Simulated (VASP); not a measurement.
# HoNb2As3 (P6/mmm) in VASP: further runs

HoNb2As3 is run at these levels: PBE; tasks: single point.

Everything below comes from runs of VASP 6.6.1. Logs are shortened: lines on timing, memory, paths and dates and some standing lists are left out, and cuts for length are marked.

### 1 The cell of the first run

The structure is hexagonal, space group P6/mmm (No. 191). Conventional cell: a = 5.856 Å, b = 5.856 Å, c = 4.077 Å, α = 90.00°, β = 90.00°, γ = 120.00°. Within 4.4 Å of Ho (site symmetry 6/mmm) lie 6 Nb at 3.38 Å and 12 As at 3.57 Å and 2 Ho at 4.08 Å. Within 3.5 Å of Nb (site symmetry -6m2) lie 6 As at 2.65 Å and 3 Ho at 3.38 Å and 3 Nb at 3.38 Å. As (site symmetry mmm) has 4 Nb at 2.65 Å and 4 As at 2.93 Å and 4 Ho at 3.57 Å within 3.6 Å.

The cell was built from a structure type or drawn by symmetry, and may not be a known phase.

### 2 Single point, PBE

File INCAR:

```
  PREC = Accurate
  ENCUT = 500
  EDIFF = 1E-6
  ISMEAR = 0
  SIGMA = 0.1
  LREAL = False
  LASPH = True
  NELM = 200
  ALGO = Normal
  ISIF = 2
  LWAVE = False
  LCHARG = False
  GGA = PE
  NBANDS = 34
  GGA_COMPAT = False
  LMAXMIX = 6
```

File KPOINTS:

```
Automatic mesh
0
Gamma
  3 3 4
```

File POSCAR:

```
HoNb2As3
1.0
    5.8557689321      0.0000000000      0.0000000000
   -2.9278844660      5.0712446539      0.0000000000
    0.0000000000      0.0000000000      4.0766161430
Ho Nb As
1 2 3
Direct
    0.0000000000      0.0000000000      0.0000000000
    0.6666666667      0.3333333333      0.0000000000
    0.3333333333      0.6666666667      0.0000000000
    0.0000000000      0.5000000000      0.5000000000
    0.5000000000      0.5000000000      0.5000000000
    0.5000000000      0.0000000000      0.5000000000
```

Potentials or basis: VASP PAW PBE potentials, release 64 (Ho_3, Nb_sv, As), 4f in core.

Run with:

```bash
$ cat potpaw_PBE.64/Ho_3/POTCAR potpaw_PBE.64/Nb_sv/POTCAR potpaw_PBE.64/As/POTCAR > POTCAR
$ mpirun -np 1 vasp_std > vasp.out
```

OUTCAR:

```text
PREC = Accurate
   ENCUT = 500
   EDIFF = 1E-6
   ISMEAR = 0
   LREAL = False
   LASPH = True
   NELM = 200
   ISIF = 2
   GGA = PE

 ion  position               nearest neighbor table
   1  0.000  0.000  0.000-   2 3.38   3 3.38   3 3.38   2 3.38   2 3.38   3 3.38
   2  0.667  0.333  0.000-   6 2.65   6 2.65   4 2.65   4 2.65   5 2.65   5 2.65   1 3.38   1 3.38
                             1 3.38
   3  0.333  0.667  0.000-   6 2.65   6 2.65   4 2.65   4 2.65   5 2.65   5 2.65   1 3.38   1 3.38
                             1 3.38
   4  0.000  0.500  0.500-   2 2.65   3 2.65   2 2.65   3 2.65
   5  0.500  0.500  0.500-   2 2.65   3 2.65   2 2.65   3 2.65
   6  0.500  0.000  0.500-   2 2.65   3 2.65   2 2.65   3 2.65

  LATTYP: Found a hexagonal cell.
 ALAT       =     5.8557689321
 C/A-ratio  =     0.6961709368

  Lattice vectors:

 A1 = (   5.8557689321,   0.0000000000,   0.0000000000)
 A2 = (  -2.9278844660,   5.0712446539,   0.0000000000)
 A3 = (   0.0000000000,   0.0000000000,   4.0766161430)

Analysis of symmetry for initial positions (statically):
=====================================================================
 Subroutine PRICEL returns:
 Original cell was already a primitive cell.

 Routine SETGRP: Setting up the symmetry group for a
 hexagonal supercell.

 Subroutine GETGRP returns: Found 24 space group operations
 (whereof 24 operations were pure point group operations)
 out of a pool of 24 trial point group operations.

The static configuration has the point symmetry D_6h.

Analysis of symmetry for dynamics (positions and initial velocities):
=====================================================================
 Subroutine PRICEL returns:
 Original cell was already a primitive cell.

 Routine SETGRP: Setting up the symmetry group for a
 hexagonal supercell.

 Subroutine GETGRP returns: Found 24 space group operations
 (whereof 24 operations were pure point group operations)
 out of a pool of 24 trial point group operations.

The dynamic configuration has the point symmetry D_6h.

 Subroutine INISYM returns: Found 24 space group operations
 (whereof 24 operations are pure point group operations),
 and found     1 'primitive' translations

----------------------------------------------------------------------------------------

                                     Primitive cell

  volume of cell :     121.0593

  direct lattice vectors                    reciprocal lattice vectors
     5.855768932  0.000000000  0.000000000     0.170771766  0.098595125  0.000000000
    -2.927884466  5.071244654  0.000000000     0.000000000  0.197190250  0.000000000
     0.000000000  0.000000000  4.076616143     0.000000000  0.000000000  0.245301487

  length of vectors
     5.855768932  5.855768932  4.076616143     0.197190250  0.197190250  0.245301487

  position of ions in fractional coordinates (direct lattice)
     0.000000000  0.000000000  0.000000000
     0.666666667  0.333333333  0.000000000
     0.333333333  0.666666667  0.000000000
     0.000000000  0.500000000  0.500000000
     0.500000000  0.500000000  0.500000000
     0.500000000  0.000000000  0.500000000

  ion indices of the primitive-cell ions
   primitive index   ion index
                 1           1
                 2           2
                 3           3
                 4           4
                 5           5
                 6           6

----------------------------------------------------------------------------------------

 KPOINTS: Automatic mesh

Automatic generation of k-mesh.
 Grid dimensions read from file:
 generate k-points for:    3    3    4

 Generating k-lattice:

  Cartesian coordinates                     Fractional coordinates (reciprocal lattice)
     0.056923922  0.032865042  0.000000000     0.333333333 -0.000000000  0.000000000
     0.000000000  0.065730083  0.000000000     0.000000000  0.333333333  0.000000000
     0.000000000  0.000000000  0.061325372     0.000000000  0.000000000  0.250000000

  Length of vectors
     0.065730083  0.065730083  0.061325372

  Shift w.r.t. Gamma in fractional coordinates (k-lattice)
     0.000000000  0.000000000  0.000000000

 Subroutine IBZKPT returns following result:
 ===========================================

 Found      9 irreducible k-points:

 Following reciprocal coordinates:
            Coordinates               Weight
  0.000000  0.000000  0.000000      1.000000
  0.333333  0.000000  0.000000      6.000000
  0.333333  0.333333  0.000000      2.000000
  0.000000  0.000000  0.250000      2.000000
  0.333333  0.000000  0.250000     12.000000
  0.333333  0.333333  0.250000      4.000000
  0.000000  0.000000  0.500000      1.000000
  0.333333  0.000000  0.500000      6.000000
  0.333333  0.333333  0.500000      2.000000
   k-points           NKPTS =      9   k-points in BZ     NKDIM =      9   number of bands    NBANDS=     34
   number of dos      NEDOS =    301   number of ions     NIONS =      6
   total plane-waves  NPLWV =  69120
   dimension x,y,z NGX =    48 NGY =   48 NGZ =   30
   dimension x,y,z NGXF=    96 NGYF=   96 NGZF=   60
   ions per type =               1   2   3
   NGX,Y,Z   is equivalent  to a cutoff of  13.63, 13.63, 12.23 a.u.
   NGXF,Y,Z  is equivalent  to a cutoff of  27.25, 27.25, 24.47 a.u.
 SYSTEM =  unknown system
   PREC   = accura    normal or accurate (medium, high low for compatibility)
   ISTART =      0    job   : 0-new  1-cont  2-samecut
   ICHARG =      2    charge: 1-file 2-atom 10-const
   ISPIN  =      1    spin polarized calculation?
   LNONCOLLINEAR =      F non collinear calculations
   LSORBIT =      F    spin-orbit coupling
   LASPH  =      T    aspherical Exc in radial PAW
   ENCUT  =  500.0 eV  36.75 Ry    6.06 a.u.  10.68 10.68  7.43*2*pi/ulx,y,z
   NELM   =    200;   NELMIN=  2; NELMDL= -5     # of ELM steps
   EDIFF  = 0.1E-05   stopping-criterion for ELM
   LREAL  =      F    real-space projection
[... 7 lines left out ...]
   TEBEG  =    0.0;   TEEND  =   0.0 temperature during run
   PSTRESS=    0.0 pullay stress
   NELECT =      50.0000    total number of electrons
   NUPDOWN=      -1.0000    fix difference up-down
   EMIN   =  10.00;   EMAX   =-10.00  energy-range for DOS
   EFERMI =   0.00;   METHOD = LEGACY
   ISMEAR =     0;   SIGMA  =   0.10  broadening in eV -4-tet -1-fermi 0-gaus
   EFERMI_NEDOS =   21; number of points for ismear=-14 and -15
   IALGO  =     38    algorithm
   IMIX   =      4    mixing-type and parameters
     AMIX     =   0.40;   BMIX     =  1.00
     AMIX_MAG =   1.60;   BMIX_MAG =  1.00
  volume/ion in A,a.u.               =      20.18       136.16
  Fermi-wavevector in a.u.,A,eV,Ry     =   1.219173  2.303903 20.223471  1.486383
  Thomas-Fermi vector in A             =   2.354434
   LORBIT       =      0    0 simple, 1 ext, 2 COOP (PROOUT), +10 PAW based schemes
   GGA     = PE    functional components
   LHFCALC =     F    Hartree Fock is set to
   AEXX    =    0.0000 exact exchange contribution
   IVDW    =     0    specifies the selected vdW correction
   LEPSILON=     F    determine dielectric tensor
   LRPA    =     F    only Hartree local field effects (RPA)
 non-spin polarized calculation
 Gauss-broadening in eV      SIGMA  =   0.10
  energy-cutoff  :      500.00
  volume of cell :      121.06
 maximum number of plane-waves:      3093
 NGX is ok and might be reduce to    48
   NGX = 21   NGY = 21   NGZ = 15

 number of electron      50.0000001 magnetization

 Free energy of the ion-electron system (eV)
  ---------------------------------------------------
  ext. energy  EPLUGINS =         0.00000000
  ---------------------------------------------------
  free energy    TOTEN  =       -40.07615356 eV

  energy without entropy =      -40.03074480  energy(sigma->0) =      -40.05344918

 E-fermi :   7.8351     XC(G=0): -11.0806

 val. band max:        7.8026061627   @ k =   0.3333   0.0000   0.2500
 cond. band min:       7.8526090701   @ k =   0.3333   0.3333   0.5000
 fundamental gap:      0.0500029075
 Fermi energy:         7.8350796609

 k-point     1 :       0.0000    0.0000    0.0000
  band No.  band energies     occupation
      1     -47.4261      2.00000
      2     -47.4042      2.00000
      3     -23.6167      2.00000
      4     -23.6167      2.00000
      5     -23.6126      2.00000
      6     -23.5583      2.00000
[... 26 lines left out ...]
     33      10.6660      0.00000
     34      10.6798      0.00000

 k-point     2 :       0.3333    0.0000    0.0000
  band No.  band energies     occupation
      1     -47.4215      2.00000
      2     -47.4089      2.00000
      3     -23.6267      2.00000
      4     -23.6011      2.00000
      5     -23.5918      2.00000
      6     -23.5698      2.00000
[... 26 lines left out ...]
     33      11.2200      0.00000
     34      11.2425      0.00000

 k-point     3 :       0.3333    0.3333    0.0000
  band No.  band energies     occupation
      1     -47.4152      2.00000
      2     -47.4152      2.00000
      3     -23.6327      2.00000
      4     -23.5855      2.00000
      5     -23.5855      2.00000
      6     -23.5444      2.00000
[... 26 lines left out ...]
     33      10.1094      0.00000
     34      10.8454      0.00000
[... 149 lines left out ...]
 k-point     8 :       0.3333    0.0000    0.5000
  band No.  band energies     occupation
      1     -47.4199      2.00000
      2     -47.4068      2.00000
      3     -23.6616      2.00000
      4     -23.6272      2.00000
      5     -23.6188      2.00000
      6     -23.5840      2.00000
[... 26 lines left out ...]
     33      10.8298      0.00000
     34      11.7287      0.00000

 k-point     9 :       0.3333    0.3333    0.5000
  band No.  band energies     occupation
      1     -47.4134      2.00000
      2     -47.4134      2.00000
      3     -23.6444      2.00000
      4     -23.6444      2.00000
      5     -23.6243      2.00000
      6     -23.5370      2.00000
[... 26 lines left out ...]
     33      10.5814      0.00000
     34      10.6384      0.00000

------------------------ aborting loop because EDIFF is reached ----------------------------------------

  FORCE on cell =-STRESS in cart. coord.  units (eV):
  Direction    XX          YY          ZZ          XY          YZ          ZX
  --------------------------------------------------------------------------------------
  -------------------------------------------------------------------------------------
  Total        0.3173919      0.3173919     -0.0023077      0.0000000     -0.0000000      0.0000000
  in kB        4.2005683      4.2005683     -0.0305419      0.0000000     -0.0000000      0.0000000
  external PRESSURE =       2.7901983 kB  Pullay stress =       0.0000000 kB

 VOLUME and BASIS-vectors are now :
 -----------------------------------------------------------------------------
  energy-cutoff  :      500.00
  volume of cell :      121.06
      direct lattice vectors                 reciprocal lattice vectors
     5.855768932  0.000000000  0.000000000     0.170771766  0.098595125  0.000000000
    -2.927884466  5.071244654  0.000000000     0.000000000  0.197190250  0.000000000
     0.000000000  0.000000000  4.076616143     0.000000000  0.000000000  0.245301487

 POSITION                                       TOTAL-FORCE (eV/Angst)
 -----------------------------------------------------------------------------------
      0.00000      0.00000      0.00000        -0.000000      0.000000      0.000000
      2.92788      1.69041      0.00000        -0.000000     -0.000000      0.000000
     -0.00000      3.38083      0.00000         0.000000      0.000000     -0.000000
     -1.46394      2.53562      2.03831        -0.000000      0.000000      0.000000
      1.46394      2.53562      2.03831        -0.000000      0.000000      0.000000
      2.92788      0.00000      2.03831        -0.000000      0.000000      0.000000
 -----------------------------------------------------------------------------------
    total drift:                               -0.000000      0.000000      0.000000

  FREE ENERGIE OF THE ION-ELECTRON SYSTEM (eV)
  ---------------------------------------------------
  free  energy   TOTEN  =       -40.0761535609 eV

  energy  without entropy=      -40.0307447996  energy(sigma->0) =      -40.05344918
```

Run time: 47 s. Hardware: 1 thread of AMD EPYC 9R45 (Zen 5), shared host; peak memory 0.22 GiB.

Results:

```yaml
Free_energy: -40.0762 eV
Pressure: 0.3 GPa
Band_gap_on_the_k_mesh: zero (bands 25 and 26 overlap by 0.98 eV)
```

Stress tensor (GPa, compression positive):
```
0.42 0.00 0.00
0.00 0.42 0.00
0.00 0.00 0.00
```

Caveat: the k points lie up to 0.41 Å⁻¹ apart, too coarse for converged energies and pressures of a metal; spin-orbit coupling is left out, which moves the levels of the heavy elements; the 4f electrons are frozen in the core, so they carry no moment and show no levels. Spin polarisation is off, so any magnetic state and its effect on volume and gap are missing.

### 3 Single point, PBE

This run uses another cell than the first one, of 21.44 Å³/atom.

File INCAR:

```
PREC = Accurate
ENCUT = 500
EDIFF = 1E-6
ISMEAR = 0
SIGMA = 0.1
LREAL = F
LASPH = T
NELM = 200
ALGO = Normal
ISIF = 2
LWAVE = F
LCHARG = F
GGA = PE
NBANDS = 34
GGA_COMPAT = F
LMAXMIX = 6
```

KPOINTS is that of step 2.

File POSCAR:

```
HoNb2As3
1.0
    5.8078909400      0.0000000000      0.0000000000
   -2.9039454700      5.0297811000      0.0000000000
    0.0000000000      0.0000000000      4.4028661800
Ho Nb As
1 2 3
Direct
    0.0000000000      0.0000000000      0.0000000000
    0.6666666700      0.3333333300      0.0000000000
    0.3333333300      0.6666666700      0.0000000000
    0.0000000000      0.5000000000      0.5000000000
    0.5000000000      0.5000000000      0.5000000000
    0.5000000000      0.0000000000      0.5000000000
```

Potentials or basis: VASP PAW PBE potentials, release 64 (Ho_3, Nb_sv, As), 4f in core.

Run with:

```bash
$ cat potpaw_PBE.64/Ho_3/POTCAR potpaw_PBE.64/Nb_sv/POTCAR potpaw_PBE.64/As/POTCAR > POTCAR
$ mpirun -np 1 vasp_std > vasp.out
```

It took 39 s on 1 thread of AMD EPYC 9R45 (Zen 5), shared host; peak memory 0.21 GiB.

Results (log left out):

| Item | Value |
| --- | --- |
| Free energy | -39.6656 eV |
| Pressure | -7.1 GPa |
| Band gap on the k mesh | zero (bands 25 and 26 overlap by 0.94 eV) |

Stress tensor (GPa, compression positive):
```
 -3.47   0.00   0.00
  0.00  -3.47   0.00
  0.00   0.00 -14.29
```

Levels at points of the mesh, in eV from the Fermi level:
```
           k point  band 22  band 23  band 24  band 25  band 26  band 27  band 28  band 29
(0.00, 0.00, 0.00)    -0.65    -0.60    -0.60    -0.21    -0.21     0.27     0.27     1.29
(0.00, 0.00, 0.50)    -1.01    -1.01    -0.35     0.55     0.55     0.59     0.59     1.40
```

Caveat: the k points lie up to 0.42 Å⁻¹ apart, too coarse for converged energies and pressures of a metal; spin-orbit coupling is left out, which moves the levels of the heavy elements; the 4f electrons are frozen in the core, so they carry no moment and show no levels.
